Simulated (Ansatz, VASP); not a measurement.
# One calculation of HgTe, two programs

Contents of INCAR:

```
  PREC = Accurate
  ENCUT = 600
  EDIFF = 1E-6
  ISMEAR = -1
  SIGMA = 0.05
  LREAL = F
  LASPH = T
  NELM = 100
  ALGO = Normal
  ISIF = 3
  LWAVE = F
  LCHARG = F
  GGA = PS
  IBRION = 2
  NSW = 80
  EDIFFG = -0.005
```

KPOINTS

```
Automatic mesh
0
Gamma
  6 6 5
```

Contents of POSCAR:

```
HgTe
1.0
    2.9925180000     -3.4669290000      0.0000000000
    2.9925180000      3.4669290000      0.0000000000
    0.0000000000      0.0000000000      5.7981570000
Hg Te
2 2
Direct
    0.6569500000      0.3430500000      0.2500000000
    0.3430500000      0.6569500000      0.7500000000
    0.2151910000      0.7848090000      0.2500000000
    0.7848090000      0.2151910000      0.7500000000
```

File input.yaml:

```yaml
crystal:
  lattice:
    - [2.992518, -3.466929, 0.0]
    - [2.992518, 3.466929, 0.0]
    - [0.0, 0.0, 5.798157]
  atoms:
    - { symbol: Hg, position: [0.65695, 0.34305, 0.25] }
    - { symbol: Hg, position: [0.34305, 0.65695, 0.75] }
    - { symbol: Te, position: [0.215191, 0.784809, 0.25] }
    - { symbol: Te, position: [0.784809, 0.215191, 0.75] }
kpoints:
  mp_grid: { grid: [6, 6, 5] }
scf:
  occupations: { method: fermi_dirac, width: 0.05 }
hamiltonian:
  xc: pbesol
  pseudopotentials: { kind: all_electron, lapw: { basis_error: 0.002 } }
output:
  forces: true
  stress: true
relax:
  f_tol: 0.005
  max_steps: 60
  cell: {}
```

Alike in both runs: task relaxation of cell and atoms; functional PBEsol; k mesh 6 × 6 × 5; occupations fermi-dirac, width 0.05 eV; no spin polarisation.

|  | VASP | Ansatz |
| --- | --- | --- |
| version | VASP 6.6.1 | Ansatz 0.2.0 |
| potentials or method | VASP PAW PBE potentials, release 64 (Hg, Te), cutoff 600 eV | all-electron LAPW, scalar-relativistic |

```tsv
	VASP	Ansatz	Ansatz less VASP
gap on the k mesh at the Fermi level, each at its own relaxed structure (eV)	none	none	-
relaxed volume (Å³/atom)	27.10	27.00	-0.102
relaxed length of the cell vector where the two differ most in proportion (Å)	6.098	6.090	-0.0077
```

VASP's potentials were made for PBE, not for PBEsol. A gap of «none» marks a metal or a gap that the smearing closes. Ansatz ran all-electron here, and VASP with PAW potentials.

Spin-orbit coupling is off throughout.
